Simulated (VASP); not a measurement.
Write the native input for VASP 6.6.1 that does the following.

```
Task                   : single point
Functional             : PBE
Potentials or basis    : VASP PAW PBE potentials, release 64 (As, Se)
Cutoff                 : 520 eV
k mesh                 : 4 × 4 × 4
Occupations            : gaussian, width 0.1 eV
Spin                   : no spin polarisation
Dipole correction      : no
Further INCAR settings : ALGO = Normal; EDIFF = 1e-06; NBANDS = 25
```

The structure of As2Se lies in POSCAR:

```
As2Se
1.0
   -3.5294180000      3.5294180000      2.6535710000
    3.5294180000     -3.5294180000      2.6535710000
    3.5294180000      3.5294180000     -2.6535710000
As Se
4 2
Direct
    0.8750000000      0.1250000000      0.7500000000
    0.3750000000      0.1250000000      0.2500000000
    0.8750000000      0.6250000000      0.7500000000
    0.8750000000      0.1250000000      0.2500000000
    0.5000000000      0.5000000000      0.0000000000
    0.2500000000      0.7500000000      0.5000000000
```

These files were run (other wordings do the same):

INCAR

```
SYSTEM = As2Se
ALGO = Normal
EDIFF = 1E-6
ENCUT = 520
GGA = PE
ISIF = 2
ISMEAR = 0
LASPH = .TRUE.
LCHARG = .FALSE.
LREAL = .FALSE.
LWAVE = .FALSE.
NBANDS = 25
NELM = 60
PREC = Accurate
SIGMA = 0.1
```

KPOINTS

```
k-points
0
G
  4 4 4
  0 0 0
```

Potentials or basis: VASP PAW PBE potentials, release 64 (As, Se).

The run is started by

```sh
$ cat potpaw_PBE.64/As/POTCAR potpaw_PBE.64/Se/POTCAR > POTCAR
$ mpirun -np 1 vasp_std > vasp.out
```

It gave:

```
Pressure               : -0.4 GPa
Band gap on the k mesh : zero (band 16 reaches 4.90 eV, above the bottom of band 17 at 4.73 eV)
```

Caveat: the k points lie up to 0.37 Å⁻¹ apart.

It took 24 s on 1 thread of Intel(R) Xeon(R) 6975P-C (Granite Rapids), with other jobs on the host, peak memory 0.25 GiB.
